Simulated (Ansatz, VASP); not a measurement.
Two plane-wave programs on ZrH3

```
Zr H
1.0
     2.99563    0.00000    0.00000
     0.00000    2.99563    0.00000
     0.00000    0.00000    2.99563
Zr H
1 3
Direct
  0.00000 0.00000 0.00000
  0.00000 0.50000 0.50000
  0.50000 0.00000 0.50000
  0.50000 0.50000 0.00000
```

Alike in both runs: task single point; functional PBEsol; k mesh 7 × 7 × 7; occupations fermi-dirac, width 0.01 eV; no spin polarisation.

```csv
,VASP,Ansatz
version,VASP 6.6.1,Ansatz 0.2.0
potentials or method,"VASP PAW PBE potentials, release 64 (Zr_sv, H), cutoff 520 eV","plane waves, PAW"
valence electrons in the cell,15,15
```

|  | VASP | Ansatz | Ansatz less VASP |
| --- | --- | --- | --- |
| pressure (GPa) | 15.3 | 15.3 | -0.05 |

VASP's potentials were made for PBE, not for PBEsol. With one functional, cell and mesh, what is left measures potentials, basis and numerics. Ansatz's warnings: stress scf threshold loose.
